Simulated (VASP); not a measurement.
# TiN in VASP: relaxation of the atoms with PBE

Aim: the relaxation of the atoms of TiN with PBE.

All numbers are computed with VASP 6.6.1; they aren't measurements. Logs are shortened: lines on timing, memory, paths and dates and some standing lists are left out, and cuts for length are marked.

## Step 1: The cell of the first run

The cell holds a slab with vacuum, 6 atoms: a = 3.003 Å, b = 3.003 Å, c = 20.130 Å, α = 90.00°, β = 90.00°, γ = 120.00°.

## Step 2: Relaxation of the atoms, PBE

INCAR

```
SYSTEM = TiN
PREC     = Accurate       ! precision mode
ENCUT    = 520            ! plane-wave cutoff, eV
EDIFF    = 1E-6           ! SCF threshold, eV
ISMEAR   = 0              ! smearing method
SIGMA    = 0.1            ! smearing width, eV
LREAL    = .FALSE.        ! projectors in reciprocal space
LASPH    = .TRUE.         ! aspherical terms in the spheres
NELM     = 100            ! most SCF steps
ALGO     = Normal         ! electronic algorithm
ISIF     = 2              ! what is computed and relaxed
LWAVE    = .FALSE.        ! write WAVECAR
LCHARG   = .FALSE.        ! write CHGCAR
LDIPOL   = .TRUE.       
IDIPOL   = 3            
DIPOL    = 0.5 0.5 0.500
GGA      = PE             ! functional
IBRION   = 2              ! ionic algorithm
NSW      = 70             ! ionic steps
EDIFFG   = -0.03          ! ionic threshold
```

KPOINTS

```
regular mesh
0
G
  12 12 1
  0 0 0
```

POSCAR

```
TiN
1.0
    3.0028555065      0.0000000000      0.0000000000
   -1.5014277533      2.6005491526      0.0000000000
    0.0000000000      0.0000000000     20.1295531353
N Ti
3 3
Selective dynamics
Direct
    0.3333333333      0.6666666667      0.3477474116  F F F
    0.0000000000      0.0000000000      0.4695494823  F F F
    0.6666666667      0.3333333333      0.5913515530  T T T
    0.6666666667      0.3333333333      0.4086484470  F F F
    0.3333333333      0.6666666667      0.5304505177  T T T
    0.0000000000      0.0000000000      0.6522525884  T T T
```

Potentials or basis: VASP PAW PBE potentials, release 64 (N, Ti_sv).

Launch:

```bash
$ cat potpaw_PBE.64/N/POTCAR potpaw_PBE.64/Ti_sv/POTCAR > POTCAR
$ mpirun -np 1 vasp_std > vasp.out
```

OUTCAR:

```text
SYSTEM = TiN
   PREC = Accurate
   ENCUT = 520
   EDIFF = 1E-6
   ISMEAR = 0
   LREAL = .FALSE.
   LASPH = .TRUE.
   NELM = 100
   ISIF = 2
   GGA = PE
   IBRION = 2
   NSW = 70
   EDIFFG = -0.03

 ion  position               nearest neighbor table
   1  0.333  0.667  0.348-   4 2.12   4 2.12   4 2.12
   2  0.000  0.000  0.470-   4 2.12   4 2.12   4 2.12   5 2.12   5 2.12   5 2.12
   3  0.667  0.333  0.591-   5 2.12   5 2.12   5 2.12   6 2.12   6 2.12   6 2.12
   4  0.667  0.333  0.409-   2 2.12   2 2.12   2 2.12   1 2.12   1 2.12   1 2.12
   5  0.333  0.667  0.530-   3 2.12   3 2.12   3 2.12   2 2.12   2 2.12   2 2.12
   6  0.000  0.000  0.652-   3 2.12   3 2.12   3 2.12

  LATTYP: Found a hexagonal cell.
 ALAT       =     3.0028555065
 C/A-ratio  =     6.7034704440

  Lattice vectors:

 A1 = (   3.0028555065,   0.0000000000,   0.0000000000)
 A2 = (  -1.5014277533,   2.6005491526,   0.0000000000)
 A3 = (   0.0000000000,   0.0000000000,  20.1295531353)

Analysis of symmetry for initial positions (statically):
=====================================================================
 Subroutine PRICEL returns:
 Original cell was already a primitive cell.

 Routine SETGRP: Setting up the symmetry group for a
 hexagonal supercell.

 Subroutine GETGRP returns: Found  6 space group operations
 (whereof  6 operations were pure point group operations)
 out of a pool of 24 trial point group operations.

The static configuration has the point symmetry C_3v.

Analysis of symmetry for dynamics (positions and initial velocities):
=====================================================================
 Subroutine PRICEL returns:
 Original cell was already a primitive cell.

 Routine SETGRP: Setting up the symmetry group for a
 hexagonal supercell.

 Subroutine GETGRP returns: Found  6 space group operations
 (whereof  6 operations were pure point group operations)
 out of a pool of 24 trial point group operations.

The dynamic configuration has the point symmetry C_3v.

Analysis of constrained symmetry for selective dynamics:
=====================================================================
 Subroutine PRICEL returns:
 Original cell was already a primitive cell.

 Routine SETGRP: Setting up the symmetry group for a
 hexagonal supercell.

 Subroutine GETGRP returns: Found  6 space group operations
 (whereof  6 operations were pure point group operations)
 out of a pool of 24 trial point group operations.

The constrained configuration has the point symmetry C_3v.

 Subroutine INISYM returns: Found  6 space group operations
 (whereof  6 operations are pure point group operations),
 and found     1 'primitive' translations

----------------------------------------------------------------------------------------

                                     Primitive cell

  volume of cell :     157.1932

  direct lattice vectors                    reciprocal lattice vectors
     3.002855506  0.000000000  0.000000000     0.333016357  0.192267083  0.000000000
    -1.501427753  2.600549153  0.000000000     0.000000000  0.384534166  0.000000000
     0.000000000  0.000000000 20.129553135     0.000000000  0.000000000  0.049678202

  length of vectors
     3.002855506  3.002855507 20.129553135     0.384534166  0.384534166  0.049678202

  position of ions in fractional coordinates (direct lattice)
     0.333333333  0.666666667  0.347747412
     0.000000000  0.000000000  0.469549482
     0.666666667  0.333333333  0.591351553
     0.666666667  0.333333333  0.408648447
     0.333333333  0.666666667  0.530450518
     0.000000000  0.000000000  0.652252588

  ion indices of the primitive-cell ions
   primitive index   ion index
                 1           1
                 2           2
                 3           3
                 4           4
                 5           5
                 6           6

----------------------------------------------------------------------------------------

 KPOINTS: regular mesh

Automatic generation of k-mesh.
 Grid dimensions read from file:
 generate k-points for:   12   12    1

 Generating k-lattice:

  Cartesian coordinates                     Fractional coordinates (reciprocal lattice)
     0.027751363  0.016022257  0.000000000     0.083333333 -0.000000000  0.000000000
     0.000000000  0.032044514  0.000000000     0.000000000  0.083333333  0.000000000
     0.000000000  0.000000000  0.049678202     0.000000000  0.000000000  1.000000000

  Length of vectors
     0.032044514  0.032044514  0.049678202

  Shift w.r.t. Gamma in fractional coordinates (k-lattice)
     0.000000000  0.000000000  0.000000000

 Subroutine IBZKPT returns following result:
 ===========================================

 Found     19 irreducible k-points:

 Following reciprocal coordinates:
            Coordinates               Weight
  0.000000  0.000000  0.000000      1.000000
  0.083333  0.000000  0.000000      6.000000
  0.166667  0.000000  0.000000      6.000000
  0.250000  0.000000  0.000000      6.000000
  0.333333  0.000000  0.000000      6.000000
  0.416667  0.000000  0.000000      6.000000
[... 11 lines left out ...]
  0.333333  0.250000  0.000000     12.000000
  0.333333  0.333333  0.000000      2.000000
   k-points           NKPTS =     19   k-points in BZ     NKDIM =     19   number of bands    NBANDS=     30
   number of dos      NEDOS =    301   number of ions     NIONS =      6
   total plane-waves  NPLWV =  86400
   dimension x,y,z NGX =    24 NGY =   24 NGZ =  150
   dimension x,y,z NGXF=    48 NGYF=   48 NGZF=  300
   ions per type =               3   3
   NGX,Y,Z   is equivalent  to a cutoff of  13.29, 13.29, 12.39 a.u.
   NGXF,Y,Z  is equivalent  to a cutoff of  26.57, 26.57, 24.78 a.u.
 SYSTEM =  TiN
   PREC   = accura    normal or accurate (medium, high low for compatibility)
   ISTART =      0    job   : 0-new  1-cont  2-samecut
   ICHARG =      2    charge: 1-file 2-atom 10-const
   ISPIN  =      1    spin polarized calculation?
   LNONCOLLINEAR =      F non collinear calculations
   LSORBIT =      F    spin-orbit coupling
   LASPH  =      T    aspherical Exc in radial PAW
   ENCUT  =  520.0 eV  38.22 Ry    6.18 a.u.   5.58  5.58 37.43*2*pi/ulx,y,z
   NELM   =    100;   NELMIN=  2; NELMDL= -5     # of ELM steps
   EDIFF  = 0.1E-05   stopping-criterion for ELM
   LREAL  =      F    real-space projection
   EDIFFG = -.3E-01   stopping-criterion for IOM
   NSW    =     70    number of steps for IOM
   IBRION =      2    ionic relax: 0-MD 1-quasi-New 2-CG
   NFREE  =      1    steps in history (QN), initial steepest desc. (CG)
   ISIF   =      2    stress and relaxation
   ISYM   =      2    0-nonsym 1-usesym 2-fastsym
   POTIM  = 0.5000    time-step for ionic-motion
   TEBEG  =    0.0;   TEEND  =   0.0 temperature during run
   PSTRESS=    0.0 pullay stress
   NELECT =      51.0000    total number of electrons
   NUPDOWN=      -1.0000    fix difference up-down
   EMIN   =  10.00;   EMAX   =-10.00  energy-range for DOS
   EFERMI =   0.00;   METHOD = LEGACY
   ISMEAR =     0;   SIGMA  =   0.10  broadening in eV -4-tet -1-fermi 0-gaus
   EFERMI_NEDOS =   21; number of points for ismear=-14 and -15
   IALGO  =     38    algorithm
   IMIX   =      4    mixing-type and parameters
     AMIX     =   0.40;   BMIX     =  1.00
     AMIX_MAG =   1.60;   BMIX_MAG =  1.00
  volume/ion in A,a.u.               =      26.20       176.80
  Fermi-wavevector in a.u.,A,eV,Ry     =   1.124917  2.125784 17.217322  1.265437
  Thomas-Fermi vector in A             =   2.261591
   LORBIT       =      0    0 simple, 1 ext, 2 COOP (PROOUT), +10 PAW based schemes
   GGA     = PE    functional components
   LHFCALC =     F    Hartree Fock is set to
   AEXX    =    0.0000 exact exchange contribution
   IVDW    =     0    specifies the selected vdW correction
   LEPSILON=     F    determine dielectric tensor
   LRPA    =     F    only Hartree local field effects (RPA)
 conjugate gradient relaxation of ions
 non-spin polarized calculation
 Gauss-broadening in eV      SIGMA  =   0.10
  energy-cutoff  :      520.00
  volume of cell :      157.19
 maximum number of plane-waves:      4287
 NGX is ok and might be reduce to    24
   NGX = 11   NGY = 11   NGZ = 75

 dipolmoment           0.000000      0.000000      0.005841 electrons x Angstroem

--------------------------------------- Ionic step        1  -------------------------------------------

 number of electron      51.0000014 magnetization

 Free energy of the ion-electron system (eV)
  ---------------------------------------------------
  ext. energy  EPLUGINS =         0.00000000
  ---------------------------------------------------
  free energy    TOTEN  =       -54.20651353 eV

  energy without entropy =      -54.18009118  energy(sigma->0) =      -54.19330235

------------------------ aborting loop because EDIFF is reached ----------------------------------------

  FORCE on cell =-STRESS in cart. coord.  units (eV):
  Direction    XX          YY          ZZ          XY          YZ          ZX
  --------------------------------------------------------------------------------------
  -------------------------------------------------------------------------------------
  Total       -2.5182289     -2.5182289     -4.9404231      0.0000000     -0.0000000      0.0000000
  in kB      -25.6668248    -25.6668248    -50.3548248      0.0000000     -0.0000000      0.0000000
  external PRESSURE =     -33.8961581 kB  Pullay stress =       0.0000000 kB
[... 105 lines left out ...]
  energy  without entropy=      -54.2442308541  energy(sigma->0) =      -54.25863107

--------------------------------------- Ionic step        4  -------------------------------------------

 number of electron      51.0000014 magnetization

 dipolmoment           0.000000      0.000000     -0.156160 electrons x Angstroem

 Free energy of the ion-electron system (eV)
  ---------------------------------------------------
  ext. energy  EPLUGINS =         0.00000000
  ---------------------------------------------------
  free energy    TOTEN  =       -54.27461424 eV

  energy without entropy =      -54.24528902  energy(sigma->0) =      -54.25995163

 E-fermi :  -0.2188     XC(G=0):  -5.8150

 val. band max:       -0.2541947863   @ k =   0.0833   0.0833   0.0000
 cond. band min:      -0.2149586986   @ k =   0.3333   0.1667   0.0000
 fundamental gap:      0.0392360877
 Fermi energy:        -0.2187830064

 k-point     1 :       0.0000    0.0000    0.0000
  band No.  band energies     occupation
      1     -57.6743      2.00000
      2     -57.3721      2.00000
      3     -56.7408      2.00000
      4     -34.1473      2.00000
      5     -33.7312      2.00000
      6     -33.7312      2.00000
[... 616 lines left out ...]
     29       1.6578      0.00000
     30       1.8518      0.00000

------------------------ aborting loop because EDIFF is reached ----------------------------------------

 vacuum level on the upper side and lower side of the slab       (xc-potential included)        -1.775         1.748

  FORCE on cell =-STRESS in cart. coord.  units (eV):
  Direction    XX          YY          ZZ          XY          YZ          ZX
  --------------------------------------------------------------------------------------
  -------------------------------------------------------------------------------------
  Total       -1.9394279     -1.9394279     -3.7964850      0.0000000      0.0000000      0.0000000
  in kB      -19.7674467    -19.7674467    -38.6953372      0.0000000      0.0000000      0.0000000
  external PRESSURE =     -26.0767435 kB  Pullay stress =       0.0000000 kB

 VOLUME and BASIS-vectors are now :
 -----------------------------------------------------------------------------
  energy-cutoff  :      520.00
  volume of cell :      157.19
      direct lattice vectors                 reciprocal lattice vectors
     3.002855506  0.000000000  0.000000000     0.333016357  0.192267083  0.000000000
    -1.501427753  2.600549153  0.000000000     0.000000000  0.384534166  0.000000000
     0.000000000  0.000000000 20.129553135     0.000000000  0.000000000  0.049678202
[... 12 lines left out ...]
  FREE ENERGIE OF THE ION-ELECTRON SYSTEM (eV)
  ---------------------------------------------------
  free  energy   TOTEN  =       -54.2746142370 eV

  energy  without entropy=      -54.2452890159  energy(sigma->0) =      -54.25995163

 reached required accuracy - stopping structural energy minimisation

 vacuum level on the upper side and lower side of the slab         4.441         8.060
```

Wall time 3.9 min (1 thread of Intel Xeon 6975P-C (Granite Rapids), shared host); peak memory 0.33 GiB.

What came out:

```
Free energy               : -54.2746 eV
Energy gained by relaxing : 11.4 meV/atom
Ionic steps               : 4
Band gap on the k mesh    : zero (an odd number of electrons rules out a gap without spin polarisation)
```

Step by step:
| step | energy change (eV) | largest force on free atoms (eV/Å) | pressure (GPa) |
| --- | --- | --- | --- |
| 1 | 0.0000 | 1.1406 | -3.39 |
| 2 | -0.0661 | 0.1796 | -2.73 |
| 3 | -0.0665 | 0.2048 | -2.66 |
| 4 | -0.0681 | 0.0212 | -2.61 |

Final structure:
```cif
data_structure
_symmetry_space_group_name_H-M 'P 1'
_symmetry_Int_Tables_number 1
_cell_length_a 3.0029
_cell_length_b 3.0029
_cell_length_c 20.1296
_cell_angle_alpha 90.000
_cell_angle_beta 90.000
_cell_angle_gamma 120.000
_cell_volume 157.19
loop_
_atom_site_label
_atom_site_type_symbol
_atom_site_fract_x
_atom_site_fract_y
_atom_site_fract_z
_atom_site_occupancy
N1 N 0.33333 0.66667 0.34775 1
N2 N 0.00000 0.00000 0.46955 1
N3 N 0.66667 0.33333 0.59356 1
Ti1 Ti 0.66667 0.33333 0.40865 1
Ti2 Ti 0.33333 0.66667 0.53210 1
Ti3 Ti 0.00000 0.00000 0.64907 1
```

Levels at points of the mesh, in eV from the Fermi level:
```tsv
k point	band 22	band 23	band 24	band 25	band 26	band 27	band 28	band 29
(0.00, 0.00, 0.00)	-1.22	-0.53	-0.21	-0.21	0.39	0.39	0.53	1.58
(0.50, 0.00, 0.00)	-2.44	-1.66	-0.46	-0.25	0.19	1.08	1.93	2.18
```

The gap in the log of VASP goes by the Fermi energy; the results here count the filled bands.